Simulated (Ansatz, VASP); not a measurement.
BP: VASP beside Ansatz

```
CELL_PARAMETERS angstrom
0.00000 2.10496 2.10496
2.10496 0.00000 2.10496
2.10496 2.10496 0.00000
ATOMIC_POSITIONS crystal
B 0.00000 0.00000 0.00000
P 0.25000 0.25000 0.25000
```

Alike in both runs: task single point; functional PBEsol; k mesh 10 × 10 × 10; no spin polarisation.

```csv
,VASP,Ansatz
version,VASP 6.6.1,Ansatz 0.2.0
potentials or method,"VASP PAW PBE potentials, release 64 (B, P), cutoff 500 eV","scalar-relativistic, plane waves, PAW"
occupations,"gaussian, width 0.01 eV",fixed
valence electrons in the cell,8,8
```

```csv
,VASP,Ansatz,Ansatz less VASP
gap on the k mesh at the Fermi level (eV),0.75,0.76,+0.006
least direct gap on the mesh (eV),3.83,3.84,+0.011
```

VASP's potentials were made for PBE, not for PBEsol.
